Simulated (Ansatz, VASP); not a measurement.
Ag: VASP beside Ansatz

```
CELL_PARAMETERS angstrom
0.00000 2.00022 2.00022
2.00022 0.00000 2.00022
2.00022 2.00022 0.00000
ATOMIC_POSITIONS crystal
Ag 0.00000 0.00000 0.00000
```

Alike in both runs: functional LDA; k mesh 14 × 14 × 14; occupations fermi-dirac, width 0.05 eV; no spin polarisation.

Ansatz relaxed the structure, and its values are those at the end. VASP's run is a single point on that final structure, the one shown.

```csv
,VASP,Ansatz
version,VASP 6.6.1,Ansatz 0.2.0
potentials or method,"VASP PAW LDA potentials, release 64 (Ag)","PAW with Ansatz's default frozen-core files, scalar-relativistic"
plane-wave cutoff (eV),520,420
valence electrons in the cell,11,19
```

|  | VASP | Ansatz | Ansatz less VASP |
| --- | --- | --- | --- |
| pressure (GPa) | 0.2 | 0.0 | -0.15 |

LDA's correlation is that of Perdew and Zunger in VASP and of Perdew and Wang (1992) in Ansatz. VASP's potentials hold 11 valence electrons a cell and Ansatz's 19, so a difference there can come from the potentials and not from the codes.
